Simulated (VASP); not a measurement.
A run of VASP 6.6.1 is set up as follows.

Contents of POSCAR:

```
KI
1.0
    4.2946194323      0.0000000000      0.0000000000
    0.0000000000      4.2946194323      0.0000000000
    0.0000000000      0.0000000000      4.2946194323
K I
1 1
Direct
    0.0000000000      0.0000000000      0.0000000000
    0.5000000000      0.5000000000      0.5000000000
```

File INCAR.step1:

```
SYSTEM = KI
PREC     = Accurate       ! precision mode
ENCUT    = 520            ! plane-wave cutoff, eV
ISMEAR   = 0              ! smearing method
SIGMA    = 0.02           ! smearing width, eV
LREAL    = .False.        ! projectors in reciprocal space
LASPH    = .True.         ! aspherical terms in the spheres
NELM     = 100            ! most SCF steps
NBANDS   = 15             ! bands
GGA      = PE             ! functional
ALGO     = Normal         ! electronic algorithm
EDIFF    = 1E-4           ! SCF threshold, eV
LWAVE    = .True.         ! write WAVECAR
LCHARG   = .False.        ! write CHGCAR
```

File INCAR.step2:

```
SYSTEM = KI
PREC     = Accurate       ! precision mode
ENCUT    = 520            ! plane-wave cutoff, eV
EDIFF    = 1E-6           ! SCF threshold, eV
ISMEAR   = 0              ! smearing method
SIGMA    = 0.02           ! smearing width, eV
LREAL    = .False.        ! projectors in reciprocal space
LASPH    = .True.         ! aspherical terms in the spheres
NELM     = 100            ! most SCF steps
ALGO     = Normal         ! electronic algorithm
ISIF     = 2              ! what is computed and relaxed
LWAVE    = .False.        ! write WAVECAR
LCHARG   = .False.        ! write CHGCAR
METAGGA  = R2SCAN         ! meta-GGA
LMIXTAU  = .True.       
NBANDS   = 15             ! bands
ISTART   = 1
```

The input KPOINTS:

```
regular mesh
0
Gamma
  6 6 6
  0 0 0
```

Potentials or basis: VASP PAW PBE potentials, release 64 (K_sv, I).

Launch:

```console
$ cat potpaw_PBE.64/K_sv/POTCAR potpaw_PBE.64/I/POTCAR > POTCAR
$ cp INCAR.step1 INCAR
$ mpirun -np 1 vasp_std > vasp.out
$ cp INCAR.step2 INCAR
$ mpirun -np 1 vasp_std > vasp.out
```

Estimate the pressure.

0.0 GPa.

Predict the band gap on the k mesh.

4.03 eV (least direct gap 4.40 eV).

Caveat: the PAW data sets were made with another functional, which shifts forces and pressure a little; spin-orbit coupling is left out, which moves the levels of the heavy elements. A k mesh can miss the band edges.
